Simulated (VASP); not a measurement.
A run of VASP 6.6.1 is set up as follows.

File INCAR:

```
SYSTEM = LiCl
PREC = Accurate
ENCUT = 520
EDIFF = 1E-6
ISMEAR = 0
SIGMA = 0.05
LREAL = .False.
LASPH = .True.
NELM = 100
ALGO = Normal
ISIF = 2
LWAVE = .False.
LCHARG = .True.
GGA = PE
LELF = .True.
LVHAR = .True.
NBANDS = 12
```

File KPOINTS:

```
regular mesh
0
Gamma
  8 8 8
  0 0 0
```

POSCAR

```
LiCl
1.0
    0.0000000000      2.6032314000      2.4878172000
    2.6032314000      0.0000000000      2.4878172000
    2.6032314000      2.6032314000      0.0000000000
Li Cl
1 1
Direct
    0.0000000000      0.0000000000      0.0000000000
    0.5000000000      0.5000000000      0.5000000000
```

Potentials or basis: VASP PAW PBE potentials, release 64 (Li_sv, Cl).

Run with:

```console
$ cat potpaw_PBE.64/Li_sv/POTCAR potpaw_PBE.64/Cl/POTCAR > POTCAR
$ mpirun -np 1 vasp_std > vasp.out
```

(1) Predict the band gap on the k mesh.

Results:

(1) 6.30 eV, direct.

Caveat: the cell differs from its parent crystal (strain +0.015 along x and y, -0.030 along z).
